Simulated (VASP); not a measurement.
# Si16H5Cl in VASP: notebook, part 3 of 3

VASP 6.6.1. Earlier steps stand in the parts before.

## (6) Single point, PBE+D3(BJ)

INCAR reads:

```
SYSTEM = Si16H5Cl
  PREC = Accurate
  ENCUT = 520
  EDIFF = 1E-6
  ISMEAR = 0
  SIGMA = 0.02
  LREAL = Auto
  LASPH = .True.
  NELM = 60
  ALGO = Normal
  ISIF = 2
  LWAVE = .False.
  LCHARG = .False.
  GGA = PE
  IVDW = 12
  NBANDS = 55
```

KPOINTS reads:

```
Automatic mesh
0
Gamma
  2 2 1
  0 0 0
```

POSCAR reads:

```
Si16H5Cl
1.0
    7.6791800000      0.0000000000      0.0000000000
    3.8395900000      6.6503650000      0.0000000000
    0.0000000000      0.0000000000     18.4187650000
H Si Cl
5 16 1
Direct
    0.1666666792      0.1666666416      0.0542925109
    0.6666666792      0.1666666416      0.0542925109
    0.1666666416      0.6666667168      0.0542925109
    0.6666666416      0.6666667168      0.0542925109
   -0.0115298557      0.0060756064      0.4261238471
    0.1666666792      0.1666666416      0.1357310873
    0.6666666792      0.1666666416      0.1357310873
    0.1666666416      0.6666667168      0.1357310873
    0.6666666416      0.6666667168      0.1357310873
   -0.1662782258      0.3328109059      0.1746631764
    0.3346621538      0.3349641711      0.1789223110
   -0.1674279403      0.8332572723      0.1777238050
    0.3330865185      0.8328896234      0.1772774668
   -0.1738306921      0.3263729134      0.3015635413
    0.3257883381      0.3029236741      0.3091579159
   -0.1924395525      0.8408994093      0.3047076175
    0.3261550001      0.8435822695      0.3059980406
   -0.0108779380     -0.0060416233      0.3448286571
    0.4968977920     -0.0132843836      0.3686952953
   -0.0162261789      0.5038714416      0.3423529753
    0.4772330939      0.4971966200      0.3142913762
   -0.0213078711      0.4991324536      0.4561695097
```

Potentials or basis: VASP PAW PBE potentials, release 64 (H, Si, Cl).

The run is started by

```console
$ cat potpaw_PBE.64/H/POTCAR potpaw_PBE.64/Si/POTCAR potpaw_PBE.64/Cl/POTCAR > POTCAR
$ mpirun -np 1 vasp_std > vasp.out
```

OUTCAR:

```text
SYSTEM = Si16H5Cl
   PREC = Accurate
   ENCUT = 520
   EDIFF = 1E-6
   ISMEAR = 0
   LREAL = Auto
   LASPH = .True.
   NELM = 60
   ISIF = 2
   GGA = PE
   IVDW = 12
 IVDW          = 12

 ion  position               nearest neighbor table
   1  0.167  0.167  0.054-   6 1.50
   2  0.667  0.167  0.054-   7 1.50
   3  0.167  0.667  0.054-   8 1.50
   4  0.667  0.667  0.054-   9 1.50
   5  0.988  0.006  0.426-  18 1.50
   6  0.167  0.167  0.136-   1 1.50  10 2.33  13 2.35  11 2.37
   7  0.667  0.167  0.136-   2 1.50  10 2.33  11 2.35  12 2.35
   8  0.167  0.667  0.136-   3 1.50  13 2.34  11 2.35  12 2.35
   9  0.667  0.667  0.136-   4 1.50  10 2.33  12 2.34  13 2.35
  10  0.834  0.333  0.175-   6 2.33   7 2.33   9 2.33  14 2.34
  11  0.335  0.335  0.179-   8 2.35   7 2.35   6 2.37  15 2.42
  12  0.833  0.833  0.178-   9 2.34  16 2.35   7 2.35   8 2.35
  13  0.333  0.833  0.177-   8 2.34   9 2.35   6 2.35  17 2.37
  14  0.826  0.326  0.302-  21 2.33  10 2.34  18 2.35  20 2.35
  15  0.326  0.303  0.309-  21 2.31  20 2.37  19 2.37  11 2.42
  16  0.808  0.841  0.305-  12 2.35  20 2.35  18 2.35  19 2.38
  17  0.326  0.844  0.306-  21 2.31  18 2.36  13 2.37  19 2.39
[... 219 lines left out ...]
      1     -16.7884      2.00000
      2     -12.5321      2.00000
      3     -11.2691      2.00000
      4     -10.3813      2.00000
      5     -10.3365      2.00000
      6     -10.2703      2.00000
[... 201 lines left out ...]
     49       2.6881      0.00000
     50       2.7891      0.00000
 [bands above 50 left out]

------------------------ aborting loop because EDIFF is reached ----------------------------------------

 Edisp (eV)   -4.06103

 E8    (eV) :    -1.7107

  FORCE on cell =-STRESS in cart. coord.  units (eV):
  Direction    XX          YY          ZZ          XY          YZ          ZX
  --------------------------------------------------------------------------------------
  -------------------------------------------------------------------------------------
  Total       0.32919     0.78064     0.02262    -0.34192     0.00034     0.06708
  in kB       0.56071     1.32966     0.03852    -0.58239     0.00058     0.11425
  external pressure =        0.64 kB  Pullay stress =        0.00 kB

 VOLUME and BASIS-vectors are now :
 -----------------------------------------------------------------------------
  energy-cutoff  :      520.00
  volume of cell :      940.63
      direct lattice vectors                 reciprocal lattice vectors
     7.679180000  0.000000000  0.000000000     0.130222237 -0.075183843  0.000000000
     3.839590000  6.650365000  0.000000000     0.000000000  0.150367687  0.000000000
     0.000000000  0.000000000 18.418765000     0.000000000  0.000000000  0.054292457

 POSITION                                       TOTAL-FORCE (eV/Angst)
 -----------------------------------------------------------------------------------
      1.91979      1.10839      1.00000         0.083836      0.010594     -0.061270
      5.75938      1.10839      1.00000        -0.070429      0.020392     -0.045559
      3.83959      4.43358      1.00000        -0.021658     -0.042354     -0.058580
      7.67918      4.43358      1.00000        -0.040433     -0.001459     -0.045025
      7.61397      0.04041      7.84868        -0.004281     -0.004373     -0.007489
      1.91979      1.10839      2.50000         0.195272     -0.033616      0.050473
[... 14 lines left out ...]
      5.57379      3.30654      5.78886         0.001314     -0.003582      0.006059
      9.43202      3.31941      8.40208         0.005543      0.003091     -0.040753
 -----------------------------------------------------------------------------------
    total drift:                                0.003303     -0.004286     -0.004766

  FREE ENERGIE OF THE ION-ELECTRON SYSTEM (eV)
  ---------------------------------------------------
  free  energy   TOTEN  =      -107.3062831305 eV

  energy  without entropy=     -107.3062831305  energy(sigma->0) =     -107.30628313
```

OSZICAR:

```text
N       E                     dE             d eps       ncg     rms          rms(c)
DAV:   1     0.376276063272E+03    0.37628E+03   -0.24502E+04   440   0.101E+03
DAV:   2    -0.585271674923E+02   -0.43480E+03   -0.41846E+03   640   0.184E+02
DAV:   3    -0.104740639162E+03   -0.46213E+02   -0.45553E+02   520   0.583E+01
[... 19 lines left out ...]
DAV:  23    -0.103245242423E+03   -0.14381E-04   -0.60416E-07   416   0.264E-03    0.276E-03
DAV:  24    -0.103245249305E+03   -0.68813E-05   -0.68311E-07   376   0.240E-03    0.664E-04
DAV:  25    -0.103245251943E+03   -0.26382E-05   -0.17267E-07   376   0.129E-03    0.241E-04
DAV:  26    -0.103245254508E+03   -0.25649E-05   -0.15712E-07   360   0.998E-04    0.582E-04
DAV:  27    -0.103245254818E+03   -0.31045E-06   -0.34215E-08   360   0.544E-04
   1 F= -.10730628E+03 E0= -.10730628E+03  d E =-.156434E-14
```

Wall time 6.2 min (1 thread of Intel Xeon 6975P-C (Granite Rapids), shared host); peak memory 0.97 GiB.

What came out:

* Free energy: -107.3063 eV
* Largest force: 0.219 eV/Å
* Band gap on the k mesh: 0.33 eV
* Dispersion energy per atom: -0.185 eV

Forces in eV/Å, atoms in the order of the input:
```
H    0.084  0.011 -0.061
H   -0.070  0.020 -0.046
H   -0.022 -0.042 -0.059
H   -0.040 -0.001 -0.045
H   -0.004 -0.004 -0.007
Si   0.195 -0.034  0.050
Si  -0.040 -0.151 -0.014
Si  -0.091  0.113  0.164
Si  -0.012  0.090  0.019
Si   0.002  0.000  0.001
Si  -0.004 -0.004  0.003
Si   0.002  0.003 -0.002
Si  -0.001  0.004  0.000
Si  -0.001  0.000  0.000
Si   0.000  0.002  0.001
Si  -0.001 -0.004  0.001
Si  -0.003 -0.001 -0.002
Si   0.005  0.006  0.003
Si   0.001 -0.004 -0.005
Si  -0.005 -0.003  0.033
Si   0.001 -0.004  0.006
Cl   0.006  0.003 -0.041
```

Caveat: the k points lie up to 0.47 Å⁻¹ apart; there is no dipole correction, which matters where the two faces differ; semilocal functionals underestimate gaps, and a narrow one can read as zero.

## (7) Overview

```csv
cell,gap on the mesh (eV),largest force (eV/Å)
"as given, atomic positions A",0.33,0.22
"as given, atomic positions B",0.45,0.53
"as given, atomic positions C",0.31,0.50
"as given, atomic positions D",0.33,0.22
```

Alike in all rows: task single point; level PBE+D3(BJ); potentials or basis VASP PAW PBE potentials, release 64 (H, Si, Cl); no spin polarisation; k mesh 2 × 2 × 1; cutoff (eV) 520; smearing gaussian 0.02 eV.

Caveats: all runs use coarse meshes; there is no dipole correction, which matters where the two faces differ; semilocal functionals underestimate gaps, and a narrow one can read as zero.

Total energies depend on the potentials used, so only differences within one code and one set of settings carry meaning.
